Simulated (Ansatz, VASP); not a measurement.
## Br: VASP beside Ansatz

The input INCAR:

```
SYSTEM = Br
ALGO = Normal
EDIFF = 1E-6
ENCUT = 520
GGA = PE
ISIF = 2
ISMEAR = -1
LASPH = .True.
LCHARG = .False.
LREAL = .False.
LWAVE = .False.
NBANDS = 14
NELM = 80
PREC = Accurate
SIGMA = 0.05
```

Contents of KPOINTS:

```
k-points
0
Gamma
  14 14 8
  0 0 0
```

POSCAR

```
Br
1.0
    3.2327020706      0.0000000000      0.0000000000
   -1.6163510353      2.7996021160      0.0000000000
    0.0000000000      0.0000000000      4.3135933517
Br
2
Direct
    0.3333333333      0.6666666667      0.2500000000
    0.6666666667      0.3333333333      0.7500000000
```

Input for Ansatz:

```yaml
crystal:
  lattice:
    - [3.2327020706, 0.0, 0.0]
    - [-1.6163510353, 2.799602116, 0.0]
    - [0.0, 0.0, 4.3135933517]
  atoms:
    - { symbol: Br, position: [0.3333333333, 0.6666666667, 0.25] }
    - { symbol: Br, position: [0.6666666667, 0.3333333333, 0.75] }
kpoints:
  mp_grid: { grid: [14, 14, 8] }
scf:
  occupations: { method: fermi_dirac, width: 0.05 }
hamiltonian:
  xc: pbe
  pseudopotentials: { kind: all_electron, lapw: { basis_error: 0.001 } }
output:
  forces: true
  stress: true
  eigenvalues: true
  populations: true
```

Change from the starting cell: volume scaled by 0.68, LAPW.

Alike in both runs: task single point; functional PBE; k mesh 14 × 14 × 8; occupations fermi-dirac, width 0.05 eV; no spin polarisation.

|  | VASP | Ansatz |
| --- | --- | --- |
| version | VASP 6.6.1 | Ansatz 0.2.0 |
| potentials or method | VASP PAW PBE potentials, release 64 (Br), cutoff 520 eV | all-electron LAPW, scalar-relativistic |

|  | VASP | Ansatz | Ansatz less VASP |
| --- | --- | --- | --- |
| pressure (GPa) | 21.9 | 21.9 | -0.02 |

Ansatz ran all-electron here, and VASP with PAW potentials.
